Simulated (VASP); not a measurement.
Here is a VASP 6.6.1 calculation.

File INCAR:

```
PREC     = Accurate       # precision mode
ENCUT    = 520            # plane-wave cutoff, eV
EDIFF    = 1E-7           # SCF threshold, eV
ISMEAR   = -1             # smearing method
SIGMA    = 0.1            # smearing width, eV
LREAL    = False          # projectors in reciprocal space
LASPH    = True           # aspherical terms in the spheres
NELM     = 60             # most SCF steps
ALGO     = Normal         # electronic algorithm
ISIF     = 2              # what is computed and relaxed
LWAVE    = False          # write WAVECAR
LCHARG   = False          # write CHGCAR
GGA      = PE             # functional
NBANDS   = 20             # bands
```

File KPOINTS:

```
regular mesh
0
Gamma
  9 9 9
```

POSCAR

```
MoS2
1.0
    1.5800000000      0.9122134300      6.1500000000
   -1.5800000000      0.9122134300      6.1500000000
    0.0000000000     -1.8244268500      6.1500000000
Mo S
1 2
Direct
    0.0000000000      0.0000000000      0.0000000000
    0.2500000000      0.2500000000      0.2500000000
    0.4170000000      0.4170000000      0.4170000000
```

Potentials or basis: VASP PAW PBE potentials, release 64 (Mo_sv, S).

Launch:

```console
$ cat potpaw_PBE.64/Mo_sv/POTCAR potpaw_PBE.64/S/POTCAR > POTCAR
$ mpirun -np 1 vasp_std > vasp.out
```

(1) What does it give for the largest force?

(2) Predict the pressure.

Results:

(1) 0.506 eV/Å.

(2) 5.2 GPa.
